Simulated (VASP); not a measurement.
# La (Im-3m) in VASP: a series of runs

The runs below take La through single point, with r2SCAN.

All numbers are computed with VASP 6.6.1; they aren't measurements. Logs are shortened: lines on timing, memory, paths and dates and some standing lists are left out, and cuts for length are marked.

## (1) The cell of the first run

The structure is cubic, space group Im-3m (No. 229). Conventional cell: a = 4.176 Å, b = 4.176 Å, c = 4.176 Å, α = 90.00°, β = 90.00°, γ = 90.00°. Within 4.8 Å of La (site symmetry m-3m) lie 14 La at 3.62 to 4.18 Å.

## (2) Single point, r2SCAN

Input file POSCAR:

```
La
1.0
   -2.0878269777      2.0878269777      2.0878269777
    2.0878269777     -2.0878269777      2.0878269777
    2.0878269777      2.0878269777     -2.0878269777
La
1
Direct
    0.0000000000      0.0000000000      0.0000000000
```

Input file INCAR.step1:

```
SYSTEM = La
ALGO = Normal
EDIFF = 1E-4
ENCUT = 520
GGA = PE
ISMEAR = -1
LASPH = .True.
LCHARG = .False.
LREAL = .False.
LWAVE = .True.
NBANDS = 12
NELM = 80
PREC = Accurate
SIGMA = 0.1
```

Input file INCAR.step2:

```
SYSTEM = La
ALGO = Normal
EDIFF = 1E-6
ENCUT = 520
ISIF = 2
ISMEAR = -1
ISTART = 1
LASPH = .True.
LCHARG = .True.
LELF = .True.
LMIXTAU = .True.
LREAL = .False.
LVHAR = .True.
LWAVE = .False.
METAGGA = R2SCAN
NBANDS = 12
NELM = 80
PREC = Accurate
SIGMA = 0.1
```

Input file KPOINTS:

```
k-points
0
Gamma
  8 8 8
  0 0 0
```

Potentials or basis: VASP PAW PBE potentials, release 64 (La).

Command:

```bash
> cat potpaw_PBE.64/La/POTCAR > POTCAR
> cp INCAR.step1 INCAR
> mpirun -np 1 vasp_std > vasp.out
> cp INCAR.step2 INCAR
> mpirun -np 1 vasp_std > vasp.out
```

OUTCAR:

```text
SYSTEM = La
   EDIFF = 1E-6
   ENCUT = 520
   ISIF = 2
   ISMEAR = -1
   ISTART = 1
   LASPH = .True.
   LREAL = .False.
   METAGGA = R2SCAN
   NELM = 80
   PREC = Accurate

 ion  position               nearest neighbor table
   1  0.000  0.000  0.000-

  LATTYP: Found a body centered cubic cell.
 ALAT       =     4.1756539554

  Lattice vectors:

 A1 = (  -2.0878269777,   2.0878269777,   2.0878269777)
 A2 = (   2.0878269777,  -2.0878269777,   2.0878269777)
 A3 = (   2.0878269777,   2.0878269777,  -2.0878269777)

Analysis of symmetry for initial positions (statically):
=====================================================================
 Subroutine PRICEL returns:
 Original cell was already a primitive cell.

 Routine SETGRP: Setting up the symmetry group for a
 body centered cubic supercell.

 Subroutine GETGRP returns: Found 48 space group operations
 (whereof 48 operations were pure point group operations)
 out of a pool of 48 trial point group operations.

The static configuration has the point symmetry O_h .

Analysis of symmetry for dynamics (positions and initial velocities):
=====================================================================
 Subroutine PRICEL returns:
 Original cell was already a primitive cell.

 Routine SETGRP: Setting up the symmetry group for a
 body centered cubic supercell.

 Subroutine GETGRP returns: Found 48 space group operations
 (whereof 48 operations were pure point group operations)
 out of a pool of 48 trial point group operations.

The dynamic configuration has the point symmetry O_h .

 Subroutine INISYM returns: Found 48 space group operations
 (whereof 48 operations are pure point group operations),
 and found     1 'primitive' translations

----------------------------------------------------------------------------------------

                                     Primitive cell

  volume of cell :      36.4035

  direct lattice vectors                    reciprocal lattice vectors
    -2.087826978  2.087826978  2.087826978     0.000000000  0.239483446  0.239483446
     2.087826978 -2.087826978  2.087826978     0.239483446  0.000000000  0.239483446
     2.087826978  2.087826978 -2.087826978     0.239483446  0.239483446  0.000000000

  length of vectors
     3.616222403  3.616222403  3.616222403     0.338680738  0.338680738  0.338680738

  position of ions in fractional coordinates (direct lattice)
     0.000000000  0.000000000  0.000000000

  ion indices of the primitive-cell ions
   primitive index   ion index
                 1           1

[... 78 lines left out ...]
   ISYM   =      2    0-nonsym 1-usesym 2-fastsym
   POTIM  = 0.5000    time-step for ionic-motion
   TEBEG  =    0.0;   TEEND  =   0.0 temperature during run
   PSTRESS=    0.0 pullay stress
   NELECT =      11.0000    total number of electrons
   NUPDOWN=      -1.0000    fix difference up-down
   EMIN   =  10.00;   EMAX   =-10.00  energy-range for DOS
   EFERMI =   0.00;   METHOD = LEGACY
   ISMEAR =    -1;   SIGMA  =   0.10  broadening in eV -4-tet -1-fermi 0-gaus
   EFERMI_NEDOS =   21; number of points for ismear=-14 and -15
   IALGO  =     38    algorithm
   IMIX   =      4    mixing-type and parameters
     AMIX     =   0.40;   BMIX     =  1.00
     AMIX_MAG =   1.60;   BMIX_MAG =  1.00
  volume/ion in A,a.u.               =      36.40       245.66
  Fermi-wavevector in a.u.,A,eV,Ry     =   1.098562  2.075981 16.420033  1.206838
  Thomas-Fermi vector in A             =   2.234942
   LORBIT       =      0    0 simple, 1 ext, 2 COOP (PROOUT), +10 PAW based schemes
   METAGGA = R2SCAN    functional components
   LHFCALC =     F    Hartree Fock is set to
   AEXX    =    0.0000 exact exchange contribution
   IVDW    =     0    specifies the selected vdW correction
   LEPSILON=     F    determine dielectric tensor
   LRPA    =     F    only Hartree local field effects (RPA)
 non-spin polarized calculation
  energy-cutoff  :      520.00
  volume of cell :       36.40
 maximum number of plane-waves:       992
   NGX = 13   NGY = 13   NGZ = 13

 number of electron      11.0000002 magnetization

 Free energy of the ion-electron system (eV)
  ---------------------------------------------------
  ext. energy  EPLUGINS =         0.00000000
  ---------------------------------------------------
  free energy    TOTEN  =       -29.66482721 eV

  energy without entropy =      -29.59120837  energy(sigma->0) =      -29.62801779

 E-fermi :   8.1843     XC(G=0): -10.3225

 val. band max:        8.1447563844   @ k =   0.3750   0.1250   0.0000
 cond. band min:       8.2183259256   @ k =   0.3750   0.0000   0.0000
 fundamental gap:      0.0735695412
 Fermi energy:         8.1843318225

 k-point     1 :       0.0000    0.0000    0.0000
  band No.  band energies     occupation
      1     -25.9052      2.00000
      2      -8.3634      2.00000
      3      -8.3634      2.00000
      4      -8.3634      2.00000
      5       4.8378      2.00000
      6       9.9011      0.00000
      7       9.9011      0.00000
      8       9.9011      0.00000
      9       9.9850      0.00000
     10       9.9850      0.00000
     11       9.9850      0.00000
     12      10.8341      0.00000
[... 331 lines left out ...]
 k-point    24 :      -0.3750    0.3750    0.2500
  band No.  band energies     occupation
      1     -25.6096      2.00000
      2      -9.4892      2.00000
      3      -9.0319      2.00000
      4      -8.9138      2.00000
      5       7.0562      1.99997
      6       7.6426      1.99116
      7       9.5863      0.00000
      8       9.6851      0.00000
      9      10.2539      0.00000
     10      10.3638      0.00000
     11      10.7576      0.00000
     12      10.7710      0.00000

 [... further k-points ...]

------------------------ aborting loop because EDIFF is reached ----------------------------------------

  FORCE on cell =-STRESS in cart. coord.  units (eV):
  Direction    XX          YY          ZZ          XY          YZ          ZX
  --------------------------------------------------------------------------------------
  -------------------------------------------------------------------------------------
  Total        0.3048811      0.3048811      0.3048811      0.0000000     -0.0000000     -0.0000000
  in kB       13.4183034     13.4183034     13.4183034      0.0000000     -0.0000000     -0.0000000
  external PRESSURE =      13.4183034 kB  Pullay stress =       0.0000000 kB

 VOLUME and BASIS-vectors are now :
 -----------------------------------------------------------------------------
  energy-cutoff  :      520.00
  volume of cell :       36.40
      direct lattice vectors                 reciprocal lattice vectors
    -2.087826978  2.087826978  2.087826978     0.000000000  0.239483446  0.239483446
     2.087826978 -2.087826978  2.087826978     0.239483446  0.000000000  0.239483446
     2.087826978  2.087826978 -2.087826978     0.239483446  0.239483446  0.000000000

 POSITION                                       TOTAL-FORCE (eV/Angst)
 -----------------------------------------------------------------------------------
      0.00000      0.00000      0.00000         0.000000      0.000000     -0.000000
 -----------------------------------------------------------------------------------
    total drift:                                0.000000      0.000000      0.000000

  FREE ENERGIE OF THE ION-ELECTRON SYSTEM (eV)
  ---------------------------------------------------
  free  energy   TOTEN  =       -29.6648272146 eV

  energy  without entropy=      -29.5912083674  energy(sigma->0) =      -29.62801779
```

It took 30 s on 1 thread of Intel Xeon 6975P-C (Granite Rapids), shared host; peak memory 0.18 GiB.

Results:

```yaml
Free_energy: -29.6648 eV
Pressure: 1.3 GPa
```

Caveat: the PAW data sets were made with another functional, which shifts forces and pressure a little; spin-orbit coupling is left out, which moves the levels of the heavy elements.

## (3) Single point, r2SCAN

This run uses another cell than the first one, of 37.55 Å³/atom, 1.032 times its volume.

Input file POSCAR:

```
La
1.0
   -2.1095767407      2.1095767407      2.1095767407
    2.1095767407     -2.1095767407      2.1095767407
    2.1095767407      2.1095767407     -2.1095767407
La
1
Direct
    0.0000000000      0.0000000000      0.0000000000
```

Input file INCAR.step1:

```
SYSTEM = La
PREC     = Accurate       ! precision mode
ENCUT    = 520            ! plane-wave cutoff, eV
ISMEAR   = -1             ! smearing method
SIGMA    = 0.1            ! smearing width, eV
LREAL    = .FALSE.        ! projectors in reciprocal space
LASPH    = .TRUE.         ! aspherical terms in the spheres
NELM     = 100            ! most SCF steps
NBANDS   = 12             ! bands
GGA      = PE             ! functional
ALGO     = Normal         ! electronic algorithm
EDIFF    = 1E-4           ! SCF threshold, eV
LWAVE    = .TRUE.         ! write WAVECAR
LCHARG   = .FALSE.        ! write CHGCAR
```

Input file INCAR.step2:

```
SYSTEM = La
PREC     = Accurate       ! precision mode
ENCUT    = 520            ! plane-wave cutoff, eV
EDIFF    = 1E-7           ! SCF threshold, eV
ISMEAR   = -1             ! smearing method
SIGMA    = 0.1            ! smearing width, eV
LREAL    = .FALSE.        ! projectors in reciprocal space
LASPH    = .TRUE.         ! aspherical terms in the spheres
NELM     = 100            ! most SCF steps
ALGO     = Normal         ! electronic algorithm
ISIF     = 2              ! what is computed and relaxed
LWAVE    = .FALSE.        ! write WAVECAR
LCHARG   = .FALSE.        ! write CHGCAR
METAGGA  = R2SCAN         ! meta-GGA
LMIXTAU  = .TRUE.       
NBANDS   = 12             ! bands
ISTART   = 1
```

Input file KPOINTS:

```
Automatic mesh
0
G
  8 8 8
  0 0 0
```

Potentials or basis: VASP PAW PBE potentials, release 64 (La).

Command:

```bash
> cat potpaw_PBE.64/La/POTCAR > POTCAR
> cp INCAR.step1 INCAR
> mpirun -np 1 vasp_std > vasp.out
> cp INCAR.step2 INCAR
> mpirun -np 1 vasp_std > vasp.out
```

Wall time 31 s (1 thread of Intel Xeon 6975P-C (Granite Rapids), shared host); peak memory 0.18 GiB.

Results (log left out):

* Free energy: -29.6715 eV
* Pressure: 0.5 GPa

Levels at points of the mesh, in eV from the Fermi level:
```
           k point  band 3  band 4  band 5  band 6  band 7  band 8  band 9  band 10
(0.00, 0.00, 0.00)  -16.66  -16.66   -3.39    1.68    1.68    1.68    1.75     1.75
(0.50, 0.00, 0.00)  -17.08  -16.69   -1.91   -0.11    1.73    1.74    2.15     2.41
(0.50, 0.50, 0.50)  -17.58  -17.58   -2.12   -2.12    1.95    2.10    2.10     2.10
```

Caveat: the PAW data sets were made with another functional, which shifts forces and pressure a little; spin-orbit coupling is left out, which moves the levels of the heavy elements.

## (4) Single point, r2SCAN

This run uses another cell than the first one, of 38.70 Å³/atom, 1.063 times its volume.

Input file POSCAR:

```
La
1.0
   -2.1308870390      2.1308870390      2.1308870390
    2.1308870390     -2.1308870390      2.1308870390
    2.1308870390      2.1308870390     -2.1308870390
La
1
Direct
    0.0000000000      0.0000000000      0.0000000000
```

Input file INCAR.step1:

```
SYSTEM = La
PREC = Accurate ; ENCUT = 520
ISMEAR = -1 ; SIGMA = 0.1
LREAL = .FALSE. ; LASPH = .TRUE.
NELM = 60 ; NBANDS = 12
GGA = PE ; ALGO = Normal
EDIFF = 1E-4 ; LWAVE = .TRUE.
LCHARG = .FALSE.
```

Input file INCAR.step2:

```
SYSTEM = La
PREC = Accurate ; ENCUT = 520
EDIFF = 1E-6 ; ISMEAR = -1
SIGMA = 0.1 ; LREAL = .FALSE.
LASPH = .TRUE. ; NELM = 60
ALGO = Normal ; ISIF = 2
LWAVE = .FALSE. ; LCHARG = .FALSE.
METAGGA = R2SCAN ; LMIXTAU = .TRUE.
NBANDS = 12 ; ISTART = 1
```

Input file KPOINTS:

```
regular mesh
0
G
  8 8 8
  0 0 0
```

Command:

```bash
> cat potpaw_PBE.64/La/POTCAR > POTCAR
> cp INCAR.step1 INCAR
> mpirun -np 1 vasp_std > vasp.out
> cp INCAR.step2 INCAR
> mpirun -np 1 vasp_std > vasp.out
```

It took 31 s on 1 thread of Intel Xeon 6975P-C (Granite Rapids), shared host; peak memory 0.18 GiB.

It converged, with:

| Quantity | Value |
| --- | --- |
| Free energy | -29.6721 eV |
| Pressure | -0.3 GPa |

Levels at points of the mesh, in eV from the Fermi level:
```csv
k point,band 3,band 4,band 5,band 6,band 7,band 8,band 9,band 10
"(0.00, 0.00, 0.00)",-16.77,-16.77,-3.42,1.65,1.65,1.65,1.71,1.71
"(0.50, 0.00, 0.00)",-17.16,-16.80,-1.87,-0.08,1.65,1.69,2.08,2.31
"(0.50, 0.50, 0.50)",-17.61,-17.61,-2.03,-2.03,1.89,2.02,2.02,2.02
```

Caveat: the PAW data sets were made with another functional, which shifts forces and pressure a little; spin-orbit coupling is left out, which moves the levels of the heavy elements.

## (5) Single point, r2SCAN

This run uses another cell than the first one, of 39.85 Å³/atom, 1.095 times its volume.

Input file POSCAR:

```
La
1.0
   -2.1517794207      2.1517794207      2.1517794207
    2.1517794207     -2.1517794207      2.1517794207
    2.1517794207      2.1517794207     -2.1517794207
La
1
Direct
    0.0000000000      0.0000000000      0.0000000000
```

Input file INCAR.step1:

```
SYSTEM = La
ALGO = Normal
EDIFF = 1E-4
ENCUT = 520
GGA = PE
ISMEAR = -1
LASPH = .TRUE.
LCHARG = .FALSE.
LREAL = .FALSE.
LWAVE = .TRUE.
NBANDS = 12
NELM = 80
PREC = Accurate
SIGMA = 0.1
```

Input file INCAR.step2:

```
SYSTEM = La
ALGO = Normal
EDIFF = 1E-6
ENCUT = 520
ISIF = 2
ISMEAR = -1
ISTART = 1
LASPH = .TRUE.
LCHARG = .FALSE.
LMIXTAU = .TRUE.
LREAL = .FALSE.
LWAVE = .FALSE.
METAGGA = R2SCAN
NBANDS = 12
NELM = 80
PREC = Accurate
SIGMA = 0.1
```

Input file KPOINTS:

```
k-points
0
G
  8 8 8
  0 0 0
```

Command:

```bash
> cat potpaw_PBE.64/La/POTCAR > POTCAR
> cp INCAR.step1 INCAR
> mpirun -np 1 vasp_std > vasp.out
> cp INCAR.step2 INCAR
> mpirun -np 1 vasp_std > vasp.out
```

It took 34 s on 1 thread of Intel Xeon 6975P-C (Granite Rapids), shared host; peak memory 0.18 GiB.

It converged, with:

* Free energy: -29.6676 eV
* Pressure: -1.0 GPa

Levels at points of the mesh, in eV from the Fermi level:
| k point | band 3 | band 4 | band 5 | band 6 | band 7 | band 8 |
| --- | --- | --- | --- | --- | --- | --- |
| (0.00, 0.00, 0.00) | -16.88 | -16.88 | -3.44 | 1.61 | 1.61 | 1.61 |
| (0.50, 0.00, 0.00) | -17.23 | -16.90 | -1.84 | -0.06 | 1.57 | 1.65 |
| (0.50, 0.50, 0.50) | -17.65 | -17.65 | -1.95 | -1.95 | 1.83 | 1.95 |

Caveat: the PAW data sets were made with another functional, which shifts forces and pressure a little; spin-orbit coupling is left out, which moves the levels of the heavy elements.

## (6) Single point, r2SCAN

This run uses another cell than the first one, of 41.00 Å³/atom, 1.126 times its volume.

Input file POSCAR:

```
La
1.0
   -2.1722737915      2.1722737915      2.1722737915
    2.1722737915     -2.1722737915      2.1722737915
    2.1722737915      2.1722737915     -2.1722737915
La
1
Direct
    0.0000000000      0.0000000000      0.0000000000
```

Input file INCAR.step1:

```
PREC = Accurate
ENCUT = 520
ISMEAR = -1
SIGMA = 0.1
LREAL = F
LASPH = T
NELM = 100
NBANDS = 12
GGA = PE
ALGO = Normal
EDIFF = 1E-4
LWAVE = T
LCHARG = F
```

Input file INCAR.step2:

```
PREC = Accurate
ENCUT = 520
EDIFF = 1E-7
ISMEAR = -1
SIGMA = 0.1
LREAL = F
LASPH = T
NELM = 100
ALGO = Normal
ISIF = 2
LWAVE = F
LCHARG = F
METAGGA = R2SCAN
LMIXTAU = T
NBANDS = 12
ISTART = 1
```

Input file KPOINTS:

```
Automatic mesh
0
Gamma
  8 8 8
```

Potentials or basis: VASP PAW PBE potentials, release 64 (La).

Command:

```bash
> cat potpaw_PBE.64/La/POTCAR > POTCAR
> cp INCAR.step1 INCAR
> mpirun -np 1 vasp_std > vasp.out
> cp INCAR.step2 INCAR
> mpirun -np 1 vasp_std > vasp.out
```

It took 38 s on 1 thread of Intel Xeon 6975P-C (Granite Rapids), shared host; peak memory 0.18 GiB.

The run converged. Its results:

* Free energy: -29.6583 eV
* Pressure: -1.6 GPa

Levels at points of the mesh, in eV from the Fermi level:
```
           k point  band 2  band 3  band 4  band 5  band 6  band 7  band 8  band 9
(0.00, 0.00, 0.00)  -16.98  -16.98  -16.98   -3.45    1.58    1.58    1.58    1.62
(0.50, 0.00, 0.00)  -18.05  -17.31  -17.00   -1.80   -0.04    1.49    1.60    1.93
(0.50, 0.50, 0.50)  -17.69  -17.69  -17.69   -1.88   -1.88    1.77    1.88    1.88
```

Caveat: the PAW data sets were made with another functional, which shifts forces and pressure a little; spin-orbit coupling is left out, which moves the levels of the heavy elements.

## (7) Summary

| cell | gap on the mesh (eV) | pressure (GPa) |
| --- | --- | --- |
| a = 3.616 Å, angles 109.5°, 1 atom | none | 1.3 |
| a = 3.654 Å, angles 109.5°, 1 atom | none | 0.5 |
| a = 3.691 Å, angles 109.5°, 1 atom | none | -0.3 |
| a = 3.727 Å, angles 109.5°, 1 atom | none | -1.0 |
| a = 3.762 Å, angles 109.5°, 1 atom | none | -1.6 |

Alike in all rows: task single point; level r2SCAN; potentials or basis VASP PAW PBE potentials, release 64 (La); no spin polarisation; k mesh 8 × 8 × 8; cutoff (eV) 520; smearing fermi-dirac 0.1 eV.

Caveats: the PAW data sets were made with another functional, which shifts forces and pressure a little; spin-orbit coupling is left out, which moves the levels of the heavy elements.

Total energies depend on the potentials used, so only differences within one code and one set of settings carry meaning.
